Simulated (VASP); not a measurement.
FeRu, 2 atoms in the cell. It takes space group P-6m2 (No. 187, hexagonal). Conventional cell: a = 2.643 Å, b = 2.643 Å, c = 4.070 Å, α = 90.00°, β = 90.00°, γ = 120.00°. Fe (site symmetry -6m2) has 6 Ru at 2.54 Å and 6 Fe at 2.64 Å within 3.4 Å. Within 3.4 Å of Ru (site symmetry -6m2) lie 6 Fe at 2.54 Å and 6 Ru at 2.64 Å. 

```yaml
Program: VASP 6.6.1
Task: single point
Functional: LDA
Potentials_or_basis: VASP PAW LDA potentials, release 64 (Fe_sv, Ru_sv)
Cutoff: 520 eV
k_mesh: 12 × 12 × 7
Occupations: fermi-dirac, width 0.05 eV
Spin: collinear spin, ferromagnetic start
Starting_moments: "[3.0, 1.5] μB"
Dipole_correction: no
k_mesh_for_the_DOS: 18 × 18 × 11
Occupations_for_the_DOS: tetrahedron
Further_INCAR_settings: ALGO = Normal; EDIFF = 1e-06; NBANDS = 27
```

Potentials or basis: VASP PAW LDA potentials, release 64 (Fe_sv, Ru_sv).

Command:

```bash
$ cat potpaw_LDA.64/Fe_sv/POTCAR potpaw_LDA.64/Ru_sv/POTCAR > POTCAR
$ cp INCAR.step1 INCAR
$ cp KPOINTS.step1 KPOINTS
$ mpirun -np 1 vasp_std > vasp.out
$ cp INCAR.step2 INCAR
$ cp KPOINTS.step2 KPOINTS
$ mpirun -np 1 vasp_std > vasp.out
```

Hardware: 1 thread of Intel(R) Xeon(R) 6975P-C (Granite Rapids), on a shared host.

Q: How long does it take, and how much memory?

A: Run time: 2.6 min on 1 thread of Intel(R) Xeon(R) 6975P-C (Granite Rapids), with other jobs on the host, peak memory 0.33 GiB. Counts: k points 222.
